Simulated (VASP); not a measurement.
# ZnS (Cmc2_1) in VASP: a series of runs, part 2 of 2

VASP 6.6.1.

## 3. Single point, r2SCAN (strain -0.0400 x Voigt [1, 0, 0, 0, 0, 0])

Contents of POSCAR:

```
ZnS
1.0
    3.6585588303      0.0000000000      0.0000000000
   -1.8292794152      3.3004217586      0.0000000000
    0.0000000000      0.0000000000      6.2340000000
Zn S
2 2
Direct
    0.3333333333      0.6666666667      0.0000000000
    0.6666666667      0.3333333333      0.5000000000
    0.3333333333      0.6666666667      0.3850000000
    0.6666666667      0.3333333333      0.8850000000
```

Contents of INCAR.step1:

```
PREC = Accurate
ENCUT = 520
ISMEAR = 0
SIGMA = 0.05
LREAL = False
LASPH = True
NELM = 60
NBANDS = 26
GGA = PE
ALGO = Normal
EDIFF = 1E-4
LWAVE = True
LCHARG = False
```

Contents of INCAR.step2:

```
PREC = Accurate
ENCUT = 520
EDIFF = 1E-7
ISMEAR = 0
SIGMA = 0.05
LREAL = False
LASPH = True
NELM = 60
ALGO = Normal
ISIF = 2
LWAVE = False
LCHARG = False
METAGGA = R2SCAN
LMIXTAU = True
NBANDS = 26
ISTART = 1
```

Contents of KPOINTS:

```
regular mesh
0
Gamma
  6 6 4
```

Potentials or basis: VASP PAW PBE potentials, release 64 (Zn, S).

On the command line:

```console
> cat potpaw_PBE.64/Zn/POTCAR potpaw_PBE.64/S/POTCAR > POTCAR
> cp INCAR.step1 INCAR
> mpirun -np 1 vasp_std > vasp.out
> cp INCAR.step2 INCAR
> mpirun -np 1 vasp_std > vasp.out
```

OUTCAR:

```text
PREC = Accurate
   ENCUT = 520
   EDIFF = 1E-7
   ISMEAR = 0
   LREAL = False
   LASPH = True
   NELM = 60
   ISIF = 2
   METAGGA = R2SCAN
   ISTART = 1

 ion  position               nearest neighbor table
   1  0.333  0.667  0.000-   4 2.25   4 2.25   4 2.31   3 2.40
   2  0.667  0.333  0.500-   3 2.25   3 2.25   3 2.31   4 2.40
   3  0.333  0.667  0.385-   2 2.25   2 2.25   2 2.31   1 2.40
   4  0.667  0.333  0.885-   1 2.25   1 2.25   1 2.31   2 2.40

  LATTYP: Found a base centered orthorhombic cell.
 ALAT       =     3.6585588303
 B/A-ratio  =     1.8042195912
 C/A-ratio  =     1.7039496395

  Lattice vectors:

 A1 = (   1.8292794152,  -3.3004217586,   0.0000000000)
 A2 = (   1.8292794151,   3.3004217586,   0.0000000000)
 A3 = (   0.0000000000,   0.0000000000,   6.2340000000)

Analysis of symmetry for initial positions (statically):
=====================================================================
 Subroutine PRICEL returns:
 Original cell was already a primitive cell.
[... 167 lines left out ...]

 Free energy of the ion-electron system (eV)
  ---------------------------------------------------
  ext. energy  EPLUGINS =         0.00000000
  ---------------------------------------------------
  free energy    TOTEN  =       -37.60879795 eV

  energy without entropy =      -37.60879795  energy(sigma->0) =      -37.60879795

 E-fermi :   2.6500     XC(G=0): -10.5151

 val. band max:        2.3969441760   @ k =   0.0000   0.0000   0.0000
 cond. band min:       5.2695834676   @ k =   0.0000   0.0000   0.0000
 fundamental gap:      2.8726392915
 Fermi energy:         2.6499682993

 k-point     1 :       0.0000    0.0000    0.0000
  band No.  band energies     occupation
      1     -11.7614      2.00000
      2     -10.7966      2.00000
      3      -4.4499      2.00000
      4      -4.4408      2.00000
      5      -4.3842      2.00000
      6      -4.3768      2.00000
[... 685 lines left out ...]
     25      12.0883      0.00000
     26      12.8939      0.00000

 [... further k-points ...]
[... 5 lines left out ...]
  --------------------------------------------------------------------------------------
  -------------------------------------------------------------------------------------
  Total        4.1696337      1.4770902      0.0885735     -0.0000000      0.0000000      0.0000000
  in kB       88.7487406     31.4391878      1.8852468     -0.0000000      0.0000000      0.0000000
  external PRESSURE =      40.6910584 kB  Pullay stress =       0.0000000 kB

 VOLUME and BASIS-vectors are now :
 -----------------------------------------------------------------------------
  energy-cutoff  :      520.00
  volume of cell :       75.27
      direct lattice vectors                 reciprocal lattice vectors
     3.658558830  0.000000000  0.000000000     0.273331671  0.151495790  0.000000000
    -1.829279415  3.300421759  0.000000000     0.000000000  0.302991579  0.000000000
     0.000000000  0.000000000  6.234000000     0.000000000  0.000000000  0.160410651

 POSITION                                       TOTAL-FORCE (eV/Angst)
 -----------------------------------------------------------------------------------
     -0.00000      2.20028      0.00000        -0.000000      0.273928      0.505823
      1.82928      1.10014      3.11700         0.000000     -0.273928      0.505823
     -0.00000      2.20028      2.40009        -0.000000      0.352856     -0.505823
      1.82928      1.10014      5.51709         0.000000     -0.352856     -0.505823
 -----------------------------------------------------------------------------------
    total drift:                               -0.000000     -0.000000     -0.002130

  FREE ENERGIE OF THE ION-ELECTRON SYSTEM (eV)
  ---------------------------------------------------
  free  energy   TOTEN  =       -37.6087979519 eV

  energy  without entropy=      -37.6087979519  energy(sigma->0) =      -37.60879795
```

OSZICAR.step1:

```text
N       E                     dE             d eps       ncg     rms          rms(c)
DAV:   1     0.245254676007E+03    0.24525E+03   -0.17151E+04  2028   0.169E+03
DAV:   2     0.990779178766E+01   -0.23535E+03   -0.22553E+03  2104   0.353E+02
DAV:   3    -0.138075619260E+02   -0.23715E+02   -0.23474E+02  2376   0.112E+02
DAV:   4    -0.143826764932E+02   -0.57511E+00   -0.57380E+00  2384   0.174E+01
DAV:   5    -0.143914146255E+02   -0.87381E-02   -0.87348E-02  2430   0.213E+00    0.108E+01
DAV:   6    -0.135259050908E+02    0.86551E+00   -0.16734E+00  3024   0.384E+01    0.822E+00
DAV:   7    -0.135217411911E+02    0.41639E-02   -0.13874E+00  2136   0.696E+00    0.356E+00
DAV:   8    -0.135130625866E+02    0.86786E-02   -0.37098E-02  2468   0.159E+00    0.107E+00
DAV:   9    -0.135129913794E+02    0.71207E-04   -0.11896E-02  2716   0.123E+00    0.250E-01
DAV:  10    -0.135131097335E+02   -0.11835E-03   -0.58743E-04  2370   0.358E-01    0.102E-01
DAV:  11    -0.135133108381E+02   -0.20110E-03   -0.28854E-04  1914   0.140E-01    0.635E-02
DAV:  12    -0.135133100554E+02    0.78274E-06   -0.26826E-05  1102   0.826E-02
   1 F= -.13513310E+02 E0= -.13513310E+02  d E =-.115253E-17
```

Run time: 3.9 min. Hardware: 1 thread of Intel Xeon Platinum 8259CL at 2.50GHz (Skylake/Cascade Lake), shared host; peak memory 0.23 GiB.

Results:

```
Free energy            : -37.6088 eV
Pressure               : 4.1 GPa
Largest force          : 0.617 eV/Å
Band gap on the k mesh : 2.87 eV, direct
```

Forces in eV/Å, atoms in the order of the input:
```
Zn   0.000  0.274  0.506
Zn   0.000 -0.274  0.506
S    0.000  0.353 -0.506
S    0.000 -0.353 -0.506
```

Caveat: the cell differs from its parent crystal (strain -0.0400 x Voigt [1, 0, 0, 0, 0, 0]); the PAW data sets were made with another functional, which shifts forces and pressure a little.

## 4. Single point, r2SCAN (strain -0.0300 x Voigt [1, 0, 0, 0, 0, 0])

Changes to POSCAR since step 3:

```diff
@@ -2,4 +2,4 @@
 1.0
-    3.6585588303      0.0000000000      0.0000000000
-   -1.8292794152      3.3004217586      0.0000000000
+    3.6966688181      0.0000000000      0.0000000000
+   -1.8483344091      3.3004217586      0.0000000000
     0.0000000000      0.0000000000      6.2340000000
```

Contents of INCAR.step1:

```
ALGO = Normal ; EDIFF = 1E-4
ENCUT = 520 ; GGA = PE
ISMEAR = 0 ; LASPH = T
LCHARG = F ; LREAL = F
LWAVE = T ; NBANDS = 26
NELM = 100 ; PREC = Accurate
SIGMA = 0.05
```

Contents of INCAR.step2:

```
ALGO = Normal ; EDIFF = 1E-7
ENCUT = 520 ; ISIF = 2
ISMEAR = 0 ; ISTART = 1
LASPH = T ; LCHARG = F
LMIXTAU = T ; LREAL = F
LWAVE = F ; METAGGA = R2SCAN
NBANDS = 26 ; NELM = 100
PREC = Accurate ; SIGMA = 0.05
```

Contents of KPOINTS:

```
k-points
0
Gamma
  6 6 4
```

On the command line:

```console
> cat potpaw_PBE.64/Zn/POTCAR potpaw_PBE.64/S/POTCAR > POTCAR
> cp INCAR.step1 INCAR
> mpirun -np 1 vasp_std > vasp.out
> cp INCAR.step2 INCAR
> mpirun -np 1 vasp_std > vasp.out
```

Run time: 3.7 min. Hardware: 1 thread of Intel Xeon Platinum 8259CL at 2.50GHz (Skylake/Cascade Lake), shared host; peak memory 0.23 GiB.

It converged, with:

```
Free energy            : -37.6466 eV
Pressure               : 3.0 GPa
Largest force          : 0.516 eV/Å
Band gap on the k mesh : 2.87 eV, direct
```

Forces in eV/Å, atoms in the order of the input:
```
Zn   0.000  0.187  0.451
Zn   0.000 -0.187  0.451
S    0.000  0.251 -0.451
S    0.000 -0.251 -0.451
```

Stress tensor (GPa, compression positive):
```
 6.67  0.00  0.00
 0.00  2.50  0.00
 0.00  0.00 -0.16
```

Levels at points of the mesh, in eV from the valence-band top:
| k point | band 16 | band 17 | band 18 | band 19 | band 20 | band 21 |
| --- | --- | --- | --- | --- | --- | --- |
| (0.00, 0.00, 0.00) | -0.13 | -0.13 | 0.00 | 2.87 | 3.59 | 6.61 |
| (0.50, 0.00, 0.00) | -2.54 | -1.75 | -1.22 | 3.85 | 4.68 | 5.36 |
| (0.00, 0.50, 0.00) | -2.28 | -1.73 | -1.00 | 4.20 | 4.88 | 5.41 |
| (0.00, 0.00, 0.50) | -0.58 | -0.45 | -0.45 | 4.12 | 4.12 | 7.04 |
| (0.50, 0.00, 0.50) | -1.92 | -1.74 | -1.74 | 3.88 | 3.88 | 5.43 |
| (0.00, 0.50, 0.50) | -1.79 | -1.68 | -1.68 | 4.03 | 4.03 | 5.53 |

Caveat: the cell differs from its parent crystal (strain -0.0300 x Voigt [1, 0, 0, 0, 0, 0]); the PAW data sets were made with another functional, which shifts forces and pressure a little.

## 5. Single point, r2SCAN (strain -0.0200 x Voigt [1, 0, 0, 0, 0, 0])

Changes to POSCAR since step 4:

```diff
@@ -2,4 +2,4 @@
 1.0
-    3.6966688181      0.0000000000      0.0000000000
-   -1.8483344091      3.3004217586      0.0000000000
+    3.7347788059      0.0000000000      0.0000000000
+   -1.8673894030      3.3004217586      0.0000000000
     0.0000000000      0.0000000000      6.2340000000
```

Contents of INCAR.step1:

```
  ALGO = Normal
  EDIFF = 1E-4
  ENCUT = 520
  GGA = PE
  ISMEAR = 0
  LASPH = True
  LCHARG = False
  LREAL = False
  LWAVE = True
  NBANDS = 26
  NELM = 60
  PREC = Accurate
  SIGMA = 0.05
```

Contents of INCAR.step2:

```
  ALGO = Normal
  EDIFF = 1E-6
  ENCUT = 520
  ISIF = 2
  ISMEAR = 0
  ISTART = 1
  LASPH = True
  LCHARG = True
  LELF = True
  LMIXTAU = True
  LREAL = False
  LVHAR = True
  LWAVE = False
  METAGGA = R2SCAN
  NBANDS = 26
  NELM = 60
  PREC = Accurate
  SIGMA = 0.05
```

KPOINTS is that of step 4.

On the command line:

```console
> cat potpaw_PBE.64/Zn/POTCAR potpaw_PBE.64/S/POTCAR > POTCAR
> cp INCAR.step1 INCAR
> mpirun -np 1 vasp_std > vasp.out
> cp INCAR.step2 INCAR
> mpirun -np 1 vasp_std > vasp.out
```

Wall time 3.7 min (1 thread of Intel Xeon Platinum 8259CL at 2.50GHz (Skylake/Cascade Lake), shared host); peak memory 0.24 GiB.

Results (log left out):

```yaml
Free_energy: -37.6740 eV
Pressure: 2.0 GPa
Largest_force: 0.432 eV/Å
Band_gap_on_the_k_mesh: 2.87 eV, direct
```

Forces in eV/Å, atoms in the order of the input:
```
Zn   0.000  0.115  0.402
Zn   0.000 -0.115  0.402
S    0.000  0.158 -0.402
S    0.000 -0.158 -0.402
```

Stress tensor (GPa, compression positive):
```
 4.62  0.00  0.00
 0.00  1.93  0.00
 0.00  0.00 -0.47
```

Levels at points of the mesh, in eV from the valence-band top:
| k point | band 15 | band 16 | band 17 | band 18 | band 19 | band 20 | band 21 | band 22 |
| --- | --- | --- | --- | --- | --- | --- | --- | --- |
| (0.00, 0.00, 0.00) | -0.87 | -0.08 | -0.08 | 0.00 | 2.87 | 3.57 | 6.67 | 6.88 |
| (0.50, 0.00, 0.00) | -3.32 | -2.45 | -1.69 | -1.14 | 3.90 | 4.72 | 5.42 | 7.51 |
| (0.00, 0.50, 0.00) | -3.41 | -2.29 | -1.68 | -1.00 | 4.13 | 4.87 | 5.44 | 7.72 |
| (0.00, 0.00, 0.50) | -0.53 | -0.53 | -0.45 | -0.45 | 4.11 | 4.11 | 7.10 | 7.10 |
| (0.50, 0.00, 0.50) | -1.84 | -1.84 | -1.68 | -1.68 | 3.94 | 3.94 | 5.49 | 5.49 |
| (0.00, 0.50, 0.50) | -1.71 | -1.71 | -1.69 | -1.69 | 4.04 | 4.04 | 5.54 | 5.54 |

Caveat: the cell differs from its parent crystal (strain -0.0200 x Voigt [1, 0, 0, 0, 0, 0]); the PAW data sets were made with another functional, which shifts forces and pressure a little.

## 6. Summary

```csv
cell,gap on the mesh (eV),pressure (GPa),largest force (eV/Å)
"a = 3.963, b = 3.850, c = 6.234 Å, angles 90.0, 90.0, 121.0°, 4 atoms",2.58,-2.7,0.31
"a = 3.659, b = 3.773, c = 6.234 Å, angles 90.0, 90.0, 119.0°, 4 atoms",2.87,4.1,0.62
"a = 3.697, b = 3.783, c = 6.234 Å, angles 90.0, 90.0, 119.3°, 4 atoms",2.87,3.0,0.52
"a = 3.735, b = 3.792, c = 6.234 Å, angles 90.0, 90.0, 119.5°, 4 atoms",2.87,2.0,0.43
```

Alike in all rows: task single point; level r2SCAN; potentials or basis VASP PAW PBE potentials, release 64 (Zn, S); no spin polarisation; k mesh 6 × 6 × 4; cutoff (eV) 520; smearing gaussian 0.05 eV.

Caveats: the PAW data sets were made with another functional, which shifts forces and pressure a little.

Total energies depend on the potentials used, so only differences within one code and one set of settings carry meaning.
